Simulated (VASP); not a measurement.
A run of VASP 6.6.1 is set up as follows.

Contents of INCAR:

```
ALGO     = Normal         # electronic algorithm
EDIFF    = 1E-6           # SCF threshold, eV
ENCUT    = 500            # plane-wave cutoff, eV
GGA      = PE             # functional
GGA_COMPAT= F            
ISIF     = 2              # what is computed and relaxed
ISMEAR   = -1             # smearing method
LASPH    = T              # aspherical terms in the spheres
LCHARG   = F              # write CHGCAR
LREAL    = F              # projectors in reciprocal space
LWAVE    = F              # write WAVECAR
NBANDS   = 14             # bands
NELM     = 120            # most SCF steps
PREC     = Accurate       # precision mode
SIGMA    = 0.05           # smearing width, eV
```

Contents of KPOINTS:

```
k-points
0
Gamma
  9 9 9
```

File POSCAR:

```
Na
1.0
    0.0000000000      3.7830210393      3.7830210393
    3.7830210393      0.0000000000      3.7830210393
    3.7830210393      3.7830210393      0.0000000000
Na
2
Direct
   -0.1250000000     -0.1250000000     -0.1250000000
    0.1250000000      0.1250000000      0.1250000000
```

Potentials or basis: VASP PAW PBE potentials, release 64 (Na_pv).

The run is started by

```bash
$ cat potpaw_PBE.64/Na_pv/POTCAR > POTCAR
$ mpirun -np 1 vasp_std > vasp.out
```

Predict the band gap on the k mesh.

zero (band 7 reaches -0.39 eV, above the bottom of band 8 at -0.78 eV).

Predict the pressure.

0.0 GPa.
